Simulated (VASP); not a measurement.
A run of VASP 6.6.1 is set up as follows.

File POSCAR:

```
Te
1.0
    4.6013525159      0.0000000000      0.0000000000
   -2.3006762580      3.9848881706      0.0000000000
    0.0000000000      0.0000000000      5.9000620010
Te
3
Direct
    0.2181925945      0.0385045755      0.3833333333
    0.0385045755      0.2181925945      0.6166666667
    0.7433028300      0.7433028300      0.0000000000
```

INCAR.step1

```
SYSTEM = Te
PREC     = Accurate       ! precision mode
ENCUT    = 520            ! plane-wave cutoff, eV
ISMEAR   = -1             ! smearing method
SIGMA    = 0.05           ! smearing width, eV
LREAL    = .False.        ! projectors in reciprocal space
LASPH    = .True.         ! aspherical terms in the spheres
NELM     = 80             ! most SCF steps
NBANDS   = 16             ! bands
GGA      = PE             ! functional
ALGO     = Normal         ! electronic algorithm
EDIFF    = 1E-4           ! SCF threshold, eV
LWAVE    = .True.         ! write WAVECAR
LCHARG   = .False.        ! write CHGCAR
```

Contents of INCAR.step2:

```
SYSTEM = Te
PREC     = Accurate       ! precision mode
ENCUT    = 520            ! plane-wave cutoff, eV
EDIFF    = 1E-8           ! SCF threshold, eV
ISMEAR   = -1             ! smearing method
SIGMA    = 0.05           ! smearing width, eV
LREAL    = .False.        ! projectors in reciprocal space
LASPH    = .True.         ! aspherical terms in the spheres
NELM     = 80             ! most SCF steps
ALGO     = Normal         ! electronic algorithm
ISIF     = 2              ! what is computed and relaxed
LWAVE    = .False.        ! write WAVECAR
LCHARG   = .False.        ! write CHGCAR
METAGGA  = R2SCAN         ! meta-GGA
LMIXTAU  = .True.       
LEFG     = .True.       
NBANDS   = 16             ! bands
ISTART   = 1
```

KPOINTS

```
Automatic mesh
0
Gamma
  8 8 5
  0 0 0
```

Potentials or basis: VASP PAW PBE potentials, release 64 (Te).

Command:

```bash
$ cat potpaw_PBE.64/Te/POTCAR > POTCAR
$ cp INCAR.step1 INCAR
$ mpirun -np 1 vasp_std > vasp.out
$ cp INCAR.step2 INCAR
$ mpirun -np 1 vasp_std > vasp.out
```

Question: What does it give for the band gap on the k mesh?

Answer: 0.46 eV (least direct gap 0.58 eV).

Question: Predict the pressure.

Answer: 30.2 GPa.

Electric field gradients, principal values (V/Å²):
| atom | least | middle | greatest (by size) |
| --- | --- | --- | --- |
| 1 Te | -92.946 | -405.911 | 498.857 |
| 2 Te | -92.946 | -405.911 | 498.857 |
| 3 Te | 224.622 | 488.924 | -713.546 |

Caveat: the cell differs from its parent crystal (shortest bond scaled by 0.7); the stress differs along the axes, from 13 to 43 GPa; semilocal functionals underestimate gaps, and a narrow one can read as zero; without QUAD_EFG the Cq values of the log hold for a quadrupole moment of 1 mb, not for the nuclei; the PAW data sets were made with another functional, which shifts forces and pressure a little; spin-orbit coupling is left out, which moves the levels of the heavy elements. A k mesh can miss the band edges.
